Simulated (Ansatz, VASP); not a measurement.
## AgI: VASP beside Ansatz

```
Ag I
1.0
     4.51810    0.00000    0.00000
    -2.25905    3.91279    0.00000
     0.00000    0.00000    7.40850
Ag I
2 2
Direct
  0.33333 0.66667 0.00000
  0.66667 0.33333 0.50000
  0.33333 0.66667 0.37500
  0.66667 0.33333 0.87500
```

Alike in both runs: task single point; functional PBE; k mesh 6 × 6 × 4; occupations gaussian, width 0.05 eV; non-collinear spin, spin-orbit coupling.

```csv
,VASP,Ansatz
version,VASP 6.6.1,Ansatz 0.2.0
potentials or method,"VASP PAW PBE potentials, release 64 (Ag, I), cutoff 500 eV","plane waves, PAW"
valence electrons in the cell,36,72
```

Ansatz gave:

| Quantity | Value |
| --- | --- |
| pressure (GPa) | 3.7 |
| traceless stress, the component that is largest in VASP (GPa) | -0.11 |
| rms of the force components (eV/Å) | 0.017 |

Task: What did VASP give for the same quantities?

Result: Pressure (GPa): 3.6; traceless stress, the component that is largest in VASP (GPa): -0.11; rms of the force components (eV/Å): 0.016.

Atom by atom the forces differ by 0.000 eV/Å (rms over components). VASP's potentials hold 36 valence electrons a cell and Ansatz's 72, so a difference there can come from the potentials and not from the codes.
